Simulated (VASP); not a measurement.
# CuO (P6_3/mmc) in VASP: single point with PBEsol+U

Aim: the single point of CuO with PBEsol+U.

Program: VASP 6.6.1. These are calculated values, not measurements. Logs are shortened: lines on timing, memory, paths and dates and some standing lists are left out, and cuts for length are marked.

## 1. The cell of the first run

It takes space group P6_3/mmc (No. 194, hexagonal). Conventional cell: a = 3.180 Å, b = 3.180 Å, c = 4.431 Å, α = 90.00°, β = 90.00°, γ = 120.00°. Cu (site symmetry -3m) has 6 O at 2.14 Å and 2 Cu at 2.22 Å within 2.8 Å. O (site symmetry -6m2) has 6 Cu at 2.14 Å and 6 O at 2.88 Å within 2.9 Å.

## 2. Single point, PBEsol+U, collinear spin, zero start

The input, INCAR:

```
PREC = Accurate
ENCUT = 820
EDIFF = 1E-6
ISMEAR = 0
SIGMA = 0.05
LREAL = F
LASPH = T
NELM = 200
ALGO = Normal
ISIF = 2
LWAVE = F
LCHARG = T
ISPIN = 2
MAGMOM = 0 0 0 0
LORBIT = 11
NUPDOWN = 0.0
LMAXMIX = 4
LDAU = T
LDAUTYPE = 2
LDAUL = 2 -1
LDAUU = 2 0
LDAUJ = 0 0
LDAUPRINT = 1
GGA = PS
LELF = T
LVHAR = T
NBANDS = 37
GGA_COMPAT = F
```

The input, KPOINTS:

```
regular mesh
0
Gamma
  7 7 4
```

The input, POSCAR:

```
CuO
1.0
    3.1795331000      0.0000000000      0.0000000000
   -1.5897665500      2.7535564400      0.0000000000
    0.0000000000      0.0000000000      4.4314907300
Cu O
2 2
Direct
    0.0000000000      0.0000000000      0.0000000000
    0.0000000000      0.0000000000      0.5000000000
    0.3333333333      0.6666666667      0.2500000000
    0.6666666667      0.3333333333      0.7500000000
```

Potentials or basis: VASP PAW PBE potentials, release 64 (Cu_sv_GW, O).

The run is started by

```console
> cat potpaw_PBE.64/Cu_sv_GW/POTCAR potpaw_PBE.64/O/POTCAR > POTCAR
> mpirun -np 1 vasp_std > vasp.out
```

OUTCAR:

```text
PREC = Accurate
   ENCUT = 820
   EDIFF = 1E-6
   ISMEAR = 0
   LREAL = F
   LASPH = T
   NELM = 200
   ISIF = 2
   ISPIN = 2
   LORBIT = 11
   NUPDOWN = 0.0
   GGA = PS

 ion  position               nearest neighbor table
   1  0.000  0.000  0.000-   3 2.14   4 2.14   4 2.14   3 2.14   4 2.14   3 2.14   2 2.22   2 2.22

   2  0.000  0.000  0.500-   3 2.14   4 2.14   4 2.14   3 2.14   4 2.14   3 2.14   1 2.22   1 2.22

   3  0.333  0.667  0.250-   1 2.14   2 2.14   1 2.14   2 2.14   1 2.14   2 2.14
   4  0.667  0.333  0.750-   1 2.14   2 2.14   1 2.14   2 2.14   1 2.14   2 2.14

  LATTYP: Found a hexagonal cell.
 ALAT       =     3.1795331000
 C/A-ratio  =     1.3937551806

  Lattice vectors:

 A1 = (   3.1795331000,   0.0000000000,   0.0000000000)
 A2 = (  -1.5897665500,   2.7535564400,   0.0000000000)
 A3 = (   0.0000000000,   0.0000000000,   4.4314907300)

Analysis of symmetry for initial positions (statically):
=====================================================================
 Subroutine PRICEL returns:
 Original cell was already a primitive cell.

 Routine SETGRP: Setting up the symmetry group for a
 hexagonal supercell.

 Subroutine GETGRP returns: Found 24 space group operations
 (whereof 12 operations were pure point group operations)
 out of a pool of 24 trial point group operations.

The static configuration has the point symmetry D_3d.
 The point group associated with its full space group is D_6h.

Analysis of symmetry for dynamics (positions and initial velocities):
=====================================================================
 Subroutine PRICEL returns:
 Original cell was already a primitive cell.

 Routine SETGRP: Setting up the symmetry group for a
 hexagonal supercell.

 Subroutine GETGRP returns: Found 24 space group operations
 (whereof 12 operations were pure point group operations)
 out of a pool of 24 trial point group operations.

The dynamic configuration has the point symmetry D_3d.
 The point group associated with its full space group is D_6h.

Analysis of structural, dynamic, and magnetic symmetry:
=====================================================================
 Subroutine PRICEL returns:
[... 220 lines left out ...]
  o =  0.9363  v =  0.0000  0.6850 -0.0000 -0.0000 -0.7286  0.0000  0.0000  0.0000  0.0000  0.0000      0.0000  0.0000  0.0000  0.0000  0.0000  0.0000  0.0000  0.0000  0.0000  0.0000
  o =  0.9363  v =  0.0000  0.0000  0.0000  0.0000  0.0000  0.7285 -0.0000  0.0000 -0.6850  0.0000      0.0000  0.0000  0.0000  0.0000  0.0000  0.0000  0.0000  0.0000  0.0000  0.0000
  o =  0.9363  v =  0.0000  0.0000  0.0000  0.0000  0.0000 -0.0000 -0.6850  0.0000  0.0000  0.7285      0.0000  0.0000  0.0000  0.0000  0.0000  0.0000  0.0000  0.0000  0.0000  0.0000

 number of electron      49.9999999 magnetization      -0.0000000

 Free energy of the ion-electron system (eV)
  ---------------------------------------------------
  ext. energy  EPLUGINS =         0.00000000
  ---------------------------------------------------
  free energy    TOTEN  =       -18.24158100 eV

  energy without entropy =      -18.23402224  energy(sigma->0) =      -18.23780162

 E-fermi :   5.3639     XC(G=0): -12.8528

 val. band max:        5.3538539049   @ k =   0.2857   0.1429   0.5000
 cond. band min:       5.3747819985   @ k =   0.2857   0.1429   0.0000
 fundamental gap:      0.0209280936
 Fermi energy:         5.3638546144

 spin component 1

 k-point     1 :       0.0000    0.0000    0.0000
  band No.  band energies     occupation
      1    -105.9788      1.00000
      2    -105.9458      1.00000
      3     -63.7342      1.00000
      4     -63.4873      1.00000
      5     -63.4873      1.00000
      6     -63.4603      1.00000
[... 949 lines left out ...]
     36      25.0962      0.00000
     37      27.6519      0.00000
 Fermi energy:         5.3638615801

 spin component 2

 k-point     1 :       0.0000    0.0000    0.0000
  band No.  band energies     occupation
      1    -105.9788      1.00000
      2    -105.9458      1.00000
      3     -63.7343      1.00000
      4     -63.4873      1.00000
      5     -63.4873      1.00000
      6     -63.4603      1.00000
[... 949 lines left out ...]
     36      25.0963      0.00000
     37      27.6519      0.00000

------------------------ aborting loop because EDIFF is reached ----------------------------------------

  FORCE on cell =-STRESS in cart. coord.  units (eV):
  Direction    XX          YY          ZZ          XY          YZ          ZX
  --------------------------------------------------------------------------------------
  -------------------------------------------------------------------------------------
  Total       -4.8728976     -4.8728976      6.0825241      0.0000000      0.0000000      0.0000000
  in kB     -201.2290543   -201.2290548    251.1812655      0.0000000      0.0000000      0.0000000
  external PRESSURE =     -50.4256145 kB  Pullay stress =       0.0000000 kB

 VOLUME and BASIS-vectors are now :
 -----------------------------------------------------------------------------
  energy-cutoff  :      820.00
  volume of cell :       38.80
      direct lattice vectors                 reciprocal lattice vectors
     3.179533100  0.000000000  0.000000000     0.314511587  0.181583349  0.000000000
    -1.589766550  2.753556440  0.000000000     0.000000000  0.363166698  0.000000000
     0.000000000  0.000000000  4.431490730     0.000000000  0.000000000  0.225657699

 POSITION                                       TOTAL-FORCE (eV/Angst)
 -----------------------------------------------------------------------------------
      0.00000      0.00000      0.00000         0.000000      0.000000      0.000000
      0.00000      0.00000      2.21575         0.000000      0.000000      0.000000
     -0.00000      1.83570      1.10787         0.000000     -0.000000      0.000000
      1.58977      0.91785      3.32362        -0.000000      0.000000     -0.000000
 -----------------------------------------------------------------------------------
    total drift:                               -0.000000      0.000000      0.000000

  FREE ENERGIE OF THE ION-ELECTRON SYSTEM (eV)
  ---------------------------------------------------
  free  energy   TOTEN  =       -18.2415810008 eV

  energy  without entropy=      -18.2340222437  energy(sigma->0) =      -18.23780162

 total charge

# of ion       s       p       d       f       tot
--------------------------------------------------
    1        2.216   6.353   8.936   0.010  17.516
    2        2.216   6.353   8.936   0.010  17.516
    3        1.574   3.286   0.000   0.000   4.860
    4        1.574   3.286   0.000   0.000   4.860
--------------------------------------------------
tot          7.581  19.278  17.872   0.021  44.751

 magnetization (x)

# of ion       s       p       d       f       tot
--------------------------------------------------
    1        0.000   0.000   0.000   0.000   0.000
    2        0.000   0.000   0.000   0.000   0.000
    3        0.000   0.000   0.000   0.000   0.000
    4        0.000   0.000   0.000   0.000   0.000
--------------------------------------------------
tot          0.000   0.000   0.000   0.000   0.000
```

stdout:

```text
POSCAR found type information on POSCAR CuO
 POSCAR found :  2 types and       4 ions
 scaLAPACK will be used
 -----------------------------------------------------------------------------
|                                                                             |
|                                                                             |
|     You enforced a specific xc type in the INCAR file but a different       |
|     I HOPE YOU KNOW WHAT YOU ARE DOING!                                     |
|                                                                             |
 -----------------------------------------------------------------------------

 LDA part: xc-table for (Slater+PW92), standard interpolation
 POSCAR, INCAR and KPOINTS ok, starting setup
 FFT: planning ... GRIDC
 FFT: planning ... GRID_SOFT
 FFT: planning ... GRID
 WAVECAR not read
 entering main loop
```

Run time: 2.1 min. Hardware: 1 thread of AMD EPYC 7R43 (Zen 3), shared host; peak memory 0.24 GiB.

What came out:

```yaml
Free_energy: -18.2416 eV
Pressure: -5.0 GPa
Net_moment: 0.00 μB per cell
Valence_electrons_inside_the_program's_atomic_spheres: Cu 17.52; O 4.86
```

Eigenvalues of the final occupation matrices:
| site | spin | trace | eigenvalues |
| --- | --- | --- | --- |
| site 1 d | 1 | 4.48 | 0.85 0.85 0.92 0.94 0.94 |
| site 1 d | 2 | 4.48 | 0.85 0.85 0.92 0.94 0.94 |
| site 2 d | 1 | 4.48 | 0.85 0.85 0.92 0.94 0.94 |
| site 2 d | 2 | 4.48 | 0.85 0.85 0.92 0.94 0.94 |

Caveat: the stress differs along the axes, from -20 to 25 GPa; the PAW data sets were made with another functional, which shifts forces and pressure a little; the total moment is fixed, so each spin has its own Fermi level.
